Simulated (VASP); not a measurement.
# La3Hf (Pm-3m) in VASP: notebook

Runs on La3Hf. Level: PBE. Tasks: single point.

Everything below comes from runs of VASP 6.6.1. Logs are shortened: lines on timing, memory, paths and dates and some standing lists are left out, and cuts for length are marked.

## (1) The cell of the first run

Symmetry: Pm-3m, No. 221, cubic system. The conventional cell has a = 5.045 Å, b = 5.045 Å, c = 5.045 Å, α = 90.00°, β = 90.00°, γ = 90.00°. Within 4.7 Å of La (site symmetry 4/mmm) lie 8 La at 3.57 Å and 4 Hf at 3.57 Å. Within 4.7 Å of Hf (site symmetry m-3m) lie 12 La at 3.57 Å.

## (2) Single point, PBE

INCAR reads:

```
PREC = Accurate
ENCUT = 520
EDIFF = 1E-7
ISMEAR = 1
SIGMA = 0.05
LREAL = F
LASPH = T
NELM = 100
ALGO = Normal
ISIF = 2
LWAVE = F
LCHARG = F
GGA = PE
NBANDS = 30
```

KPOINTS reads:

```
Automatic mesh
0
Gamma
  2 2 2
```

POSCAR reads:

```
La3Hf
1.0
    5.0451320000      0.0000000000      0.0000000000
    0.0000000000      5.0451320000      0.0000000000
    0.0000000000      0.0000000000      5.0451320000
La Hf
3 1
Direct
    0.0000000000      0.5000000000      0.5000000000
    0.5000000000      0.0000000000      0.5000000000
    0.5000000000      0.5000000000      0.0000000000
    0.0000000000      0.0000000000      0.0000000000
```

Potentials or basis: VASP PAW PBE potentials, release 64 (La, Hf_pv).

Command:

```
$ cat potpaw_PBE.64/La/POTCAR potpaw_PBE.64/Hf_pv/POTCAR > POTCAR
$ mpirun -np 1 vasp_std > vasp.out
```

OUTCAR:

```text
PREC = Accurate
   ENCUT = 520
   EDIFF = 1E-7
   ISMEAR = 1
   LREAL = F
   LASPH = T
   NELM = 100
   ISIF = 2
   GGA = PE

 ion  position               nearest neighbor table
   1  0.000  0.500  0.500-   2 3.57   3 3.57   4 3.57   3 3.57   4 3.57   2 3.57   4 3.57   4 3.57
                             2 3.57   3 3.57   3 3.57   2 3.57
   2  0.500  0.000  0.500-   1 3.57   3 3.57   4 3.57   3 3.57   4 3.57   1 3.57   3 3.57   3 3.57
                             1 3.57   4 3.57   4 3.57   1 3.57
   3  0.500  0.500  0.000-   1 3.57   2 3.57   4 3.57   1 3.57   2 3.57   2 3.57   4 3.57   2 3.57
                             1 3.57   4 3.57   1 3.57   4 3.57
   4  0.000  0.000  0.000-   1 3.57   2 3.57   3 3.57   1 3.57   2 3.57   1 3.57   3 3.57   1 3.57
                             2 3.57   3 3.57   2 3.57   3 3.57

  LATTYP: Found a simple cubic cell.
 ALAT       =     5.0451320000

  Lattice vectors:

 A1 = (   5.0451320000,   0.0000000000,   0.0000000000)
 A2 = (   0.0000000000,   5.0451320000,   0.0000000000)
 A3 = (   0.0000000000,   0.0000000000,   5.0451320000)

Analysis of symmetry for initial positions (statically):
=====================================================================
 Subroutine PRICEL returns:
 Original cell was already a primitive cell.

 Routine SETGRP: Setting up the symmetry group for a
 simple cubic supercell.

 Subroutine GETGRP returns: Found 48 space group operations
 (whereof 48 operations were pure point group operations)
 out of a pool of 48 trial point group operations.

The static configuration has the point symmetry O_h .

Analysis of symmetry for dynamics (positions and initial velocities):
=====================================================================
 Subroutine PRICEL returns:
 Original cell was already a primitive cell.

 Routine SETGRP: Setting up the symmetry group for a
 simple cubic supercell.

 Subroutine GETGRP returns: Found 48 space group operations
 (whereof 48 operations were pure point group operations)
 out of a pool of 48 trial point group operations.

The dynamic configuration has the point symmetry O_h .

 Subroutine INISYM returns: Found 48 space group operations
 (whereof 48 operations are pure point group operations),
 and found     1 'primitive' translations

----------------------------------------------------------------------------------------

                                     Primitive cell

  volume of cell :     128.4155

  direct lattice vectors                    reciprocal lattice vectors
     5.045132000  0.000000000  0.000000000     0.198210869  0.000000000  0.000000000
     0.000000000  5.045132000  0.000000000     0.000000000  0.198210869  0.000000000
     0.000000000  0.000000000  5.045132000     0.000000000  0.000000000  0.198210869

  length of vectors
     5.045132000  5.045132000  5.045132000     0.198210869  0.198210869  0.198210869

  position of ions in fractional coordinates (direct lattice)
     0.000000000  0.500000000  0.500000000
     0.500000000  0.000000000  0.500000000
     0.500000000  0.500000000  0.000000000
     0.000000000  0.000000000  0.000000000

  ion indices of the primitive-cell ions
   primitive index   ion index
                 1           1
                 2           2
                 3           3
                 4           4

----------------------------------------------------------------------------------------

 KPOINTS: Automatic mesh

Automatic generation of k-mesh.
 Grid dimensions read from file:
 generate k-points for:    2    2    2

 Generating k-lattice:

  Cartesian coordinates                     Fractional coordinates (reciprocal lattice)
     0.099105435  0.000000000  0.000000000     0.500000000  0.000000000  0.000000000
     0.000000000  0.099105435  0.000000000     0.000000000  0.500000000  0.000000000
     0.000000000  0.000000000  0.099105435     0.000000000  0.000000000  0.500000000

  Length of vectors
     0.099105435  0.099105435  0.099105435

  Shift w.r.t. Gamma in fractional coordinates (k-lattice)
     0.000000000  0.000000000  0.000000000

 Subroutine IBZKPT returns following result:
 ===========================================

 Found      4 irreducible k-points:

 Following reciprocal coordinates:
            Coordinates               Weight
  0.000000  0.000000  0.000000      1.000000
  0.500000  0.000000  0.000000      3.000000
  0.500000  0.500000  0.000000      3.000000
  0.500000  0.500000  0.500000      1.000000
   k-points           NKPTS =      4   k-points in BZ     NKDIM =      4   number of bands    NBANDS=     30
   number of dos      NEDOS =    301   number of ions     NIONS =      4
   total plane-waves  NPLWV =  64000
   dimension x,y,z NGX =    40 NGY =   40 NGZ =   40
   dimension x,y,z NGXF=    80 NGYF=   80 NGZF=   80
   ions per type =               3   1
   NGX,Y,Z   is equivalent  to a cutoff of  13.18, 13.18, 13.18 a.u.
   NGXF,Y,Z  is equivalent  to a cutoff of  26.36, 26.36, 26.36 a.u.
 SYSTEM =  unknown system
   PREC   = accura    normal or accurate (medium, high low for compatibility)
   ISTART =      0    job   : 0-new  1-cont  2-samecut
   ICHARG =      2    charge: 1-file 2-atom 10-const
   ISPIN  =      1    spin polarized calculation?
   LNONCOLLINEAR =      F non collinear calculations
   LSORBIT =      F    spin-orbit coupling
   LASPH  =      T    aspherical Exc in radial PAW
   ENCUT  =  520.0 eV  38.22 Ry    6.18 a.u.   9.38  9.38  9.38*2*pi/ulx,y,z
   NELM   =    100;   NELMIN=  2; NELMDL= -5     # of ELM steps
   EDIFF  = 0.1E-06   stopping-criterion for ELM
   LREAL  =      F    real-space projection
   EDIFFG = 0.1E-05   stopping-criterion for IOM
   NSW    =      0    number of steps for IOM
   IBRION =     -1    ionic relax: 0-MD 1-quasi-New 2-CG
   NFREE  =      0    steps in history (QN), initial steepest desc. (CG)
   ISIF   =      2    stress and relaxation
   ISYM   =      2    0-nonsym 1-usesym 2-fastsym
   POTIM  = 0.5000    time-step for ionic-motion
   TEBEG  =    0.0;   TEEND  =   0.0 temperature during run
   PSTRESS=    0.0 pullay stress
   NELECT =      43.0000    total number of electrons
   NUPDOWN=      -1.0000    fix difference up-down
   EMIN   =  10.00;   EMAX   =-10.00  energy-range for DOS
   EFERMI =   0.00;   METHOD = LEGACY
   ISMEAR =     1;   SIGMA  =   0.05  broadening in eV -4-tet -1-fermi 0-gaus
   EFERMI_NEDOS =   21; number of points for ismear=-14 and -15
   IALGO  =     38    algorithm
   IMIX   =      4    mixing-type and parameters
     AMIX     =   0.40;   BMIX     =  1.00
     AMIX_MAG =   1.60;   BMIX_MAG =  1.00
  volume/ion in A,a.u.               =      32.10       216.65
  Fermi-wavevector in a.u.,A,eV,Ry     =   1.136820  2.148279 17.583628  1.292360
  Thomas-Fermi vector in A             =   2.273525
   LORBIT       =      0    0 simple, 1 ext, 2 COOP (PROOUT), +10 PAW based schemes
   GGA     = PE    functional components
   LHFCALC =     F    Hartree Fock is set to
   AEXX    =    0.0000 exact exchange contribution
   IVDW    =     0    specifies the selected vdW correction
   LEPSILON=     F    determine dielectric tensor
   LRPA    =     F    only Hartree local field effects (RPA)
 non-spin polarized calculation
 Methfessel and Paxton  Order N= 1 SIGMA  =   0.05
  energy-cutoff  :      520.00
  volume of cell :      128.42
 maximum number of plane-waves:      3468
 NGX is ok and might be reduce to    40
   NGX = 19   NGY = 19   NGZ = 19

 number of electron      42.9999997 magnetization

 Free energy of the ion-electron system (eV)
  ---------------------------------------------------
  ext. energy  EPLUGINS =         0.00000000
  ---------------------------------------------------
  free energy    TOTEN  =       -22.56900613 eV

  energy without entropy =      -22.55711056  energy(sigma->0) =      -22.56504094

 E-fermi :   7.8300     XC(G=0): -10.0553

 val. band max:        7.8106854464   @ k =   0.5000   0.5000   0.0000
 cond. band min:       7.8565453951   @ k =   0.5000   0.5000   0.0000
 fundamental gap:      0.0458599487
 Fermi energy:         7.8299898376

 k-point     1 :       0.0000    0.0000    0.0000
  band No.  band energies     occupation
      1     -24.8650      2.00000
      2     -24.5186      2.00000
      3     -24.5186      2.00000
      4     -23.5900      2.00000
      5     -23.5900      2.00000
      6     -23.5900      2.00000
[... 22 lines left out ...]
     29       9.6600      0.00000
     30       9.8771      0.00000

 k-point     2 :       0.5000    0.0000    0.0000
  band No.  band energies     occupation
      1     -24.7619      2.00000
      2     -24.6361      2.00000
      3     -24.5171      2.00000
      4     -23.5896      2.00000
      5     -23.5896      2.00000
      6     -23.5785      2.00000
[... 22 lines left out ...]
     29       9.6393      0.00000
     30       9.6789      0.00000

 k-point     3 :       0.5000    0.5000    0.0000
  band No.  band energies     occupation
      1     -24.6398      2.00000
      2     -24.6398      2.00000
      3     -24.6350      2.00000
      4     -23.5892      2.00000
      5     -23.5843      2.00000
      6     -23.5843      2.00000
[... 22 lines left out ...]
     29       9.5536      0.00000
     30       9.5588      0.00000

 k-point     4 :       0.5000    0.5000    0.5000
  band No.  band energies     occupation
      1     -24.6318      2.00000
      2     -24.6318      2.00000
      3     -24.6318      2.00000
      4     -23.5919      2.00000
      5     -23.5919      2.00000
      6     -23.5919      2.00000
[... 22 lines left out ...]
     29       9.2635      0.00000
     30       9.2635      0.00000

------------------------ aborting loop because EDIFF is reached ----------------------------------------

  FORCE on cell =-STRESS in cart. coord.  units (eV):
  Direction    XX          YY          ZZ          XY          YZ          ZX
  --------------------------------------------------------------------------------------
  -------------------------------------------------------------------------------------
  Total        2.1288209      2.1288209      2.1288209      0.0000000      0.0000000      0.0000000
  in kB       26.5602466     26.5602466     26.5602466      0.0000000      0.0000000      0.0000000
  external PRESSURE =      26.5602466 kB  Pullay stress =       0.0000000 kB

 VOLUME and BASIS-vectors are now :
 -----------------------------------------------------------------------------
  energy-cutoff  :      520.00
  volume of cell :      128.42
      direct lattice vectors                 reciprocal lattice vectors
     5.045132000  0.000000000  0.000000000     0.198210869  0.000000000  0.000000000
     0.000000000  5.045132000  0.000000000     0.000000000  0.198210869  0.000000000
     0.000000000  0.000000000  5.045132000     0.000000000  0.000000000  0.198210869

 POSITION                                       TOTAL-FORCE (eV/Angst)
 -----------------------------------------------------------------------------------
      0.00000      2.52257      2.52257         0.000000      0.000000      0.000000
      2.52257      0.00000      2.52257         0.000000      0.000000      0.000000
      2.52257      2.52257      0.00000         0.000000      0.000000      0.000000
      0.00000      0.00000      0.00000         0.000000      0.000000      0.000000
 -----------------------------------------------------------------------------------
    total drift:                                0.000000     -0.000000     -0.000000

  FREE ENERGIE OF THE ION-ELECTRON SYSTEM (eV)
  ---------------------------------------------------
  free  energy   TOTEN  =       -22.5690061309 eV

  energy  without entropy=      -22.5571105613  energy(sigma->0) =      -22.56504094
```

It took 87 s on 1 thread of AMD EPYC 7R13, shared host; peak memory 0.21 GiB.

What came out:

- Free energy: -22.5690 eV
- Pressure: 2.7 GPa
- Band gap on the k mesh: zero (an odd number of electrons rules out a gap without spin polarisation)

Caveat: the k points lie up to 0.62 Å⁻¹ apart, too coarse for converged energies and pressures of a metal; spin-orbit coupling is left out, which moves the levels of the heavy elements.

## (3) Single point, PBE

INCAR reads:

```
PREC = Accurate
ENCUT = 520
EDIFF = 1E-6
ISMEAR = 1
SIGMA = 0.05
LREAL = False
LASPH = True
NELM = 80
ALGO = Normal
ISIF = 2
LWAVE = False
LCHARG = False
GGA = PE
NBANDS = 30
```

KPOINTS reads:

```
regular mesh
0
Gamma
  3 3 3
```

POSCAR is that of step 2.

Potentials or basis: VASP PAW PBE potentials, release 64 (La, Hf_pv).

Command:

```
$ cat potpaw_PBE.64/La/POTCAR potpaw_PBE.64/Hf_pv/POTCAR > POTCAR
$ mpirun -np 1 vasp_std > vasp.out
```

It took 72 s on 1 thread of AMD EPYC 7R13, shared host; peak memory 0.21 GiB.

It converged, with:

```yaml
Free_energy: -23.9245 eV
Pressure: -0.9 GPa
Band_gap_on_the_k_mesh: zero (an odd number of electrons rules out a gap without spin polarisation)
```

Levels at points of the mesh, in eV from the Fermi level:
```tsv
k point	band 20	band 21	band 22	band 23	band 24	band 25
(0.00, 0.00, 0.00)	-1.74	-1.74	-1.74	1.27	1.27	1.27
```

Caveat: the k points lie up to 0.42 Å⁻¹ apart, too coarse for converged energies and pressures of a metal; spin-orbit coupling is left out, which moves the levels of the heavy elements.

(Continued in part 2 of 2.)
